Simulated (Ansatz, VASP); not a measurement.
**HfO2 in VASP and in Ansatz**

Contents of INCAR:

```
SYSTEM = HfO2
ALGO = Normal
EDIFF = 1E-8
ENCUT = 520
GGA = PE
ISIF = 2
ISMEAR = -1
LASPH = .True.
LCHARG = .False.
LEFG = .True.
LREAL = .False.
LWAVE = .False.
NBANDS = 18
NELM = 60
PREC = Accurate
SIGMA = 0.01
```

The input KPOINTS:

```
k-points
0
Gamma
  9 9 9
  0 0 0
```

The input POSCAR:

```
HfO2
1.0
    0.0000000000      2.5575000000      2.5830750000
    2.5575000000      0.0000000000      2.5830750000
    2.5575000000      2.5575000000      0.0000000000
Hf O
1 2
Direct
    0.0000000000      0.0000000000      0.0000000000
    0.2500000000      0.2500000000      0.2500000000
    0.7500000000      0.7500000000      0.7500000000
```

Input for Ansatz:

```yaml
crystal:
  lattice:
    - [0.0, 2.5575, 2.583075]
    - [2.5575, 0.0, 2.583075]
    - [2.5575, 2.5575, 0.0]
  atoms:
    - { symbol: Hf, position: [0.0, 0.0, 0.0] }
    - { symbol: O, position: [0.25, 0.25, 0.25] }
    - { symbol: O, position: [0.75, 0.75, 0.75] }
kpoints:
  mp_grid: { grid: [9, 9, 9] }
scf:
  occupations: { method: fermi_dirac, width: 0.01 }
hamiltonian:
  xc: pbe
  pseudopotentials: { kind: all_electron, datasets: crystal }
output:
  forces: true
  stress: true
  eigenvalues: true
  efg: { contact_densities: true }
```

Change from the starting cell: zz strain of +1 %, crystal datasets.

Alike in both runs: task electric field gradients; functional PBE; k mesh 9 × 9 × 9; occupations fermi-dirac, width 0.01 eV; no spin polarisation.

|  | VASP | Ansatz |
| --- | --- | --- |
| version | VASP 6.6.1 | Ansatz 0.2.0 |
| potentials or method | VASP PAW PBE potentials, release 64 (Hf_pv, O), cutoff 520 eV | all-electron PAW with datasets made for the crystal, scalar-relativistic |

Ansatz gave:

* gap on the k mesh at the Fermi level (eV): 3.75
* pressure (GPa): -4.8
* traceless stress, the component that is largest in VASP (GPa): -2.92
* size of Vzz on the site where it differs most (V/Å²): 11.8

Estimate VASP's values.

gap on the k mesh at the Fermi level (eV): 3.75; pressure (GPa): -8.2; traceless stress, the component that is largest in VASP (GPa): -2.97; size of Vzz on the site where it differs most (V/Å²): 9.4.

Ansatz ran all-electron here, and VASP with PAW potentials.

Neither program's run includes spin-orbit coupling.
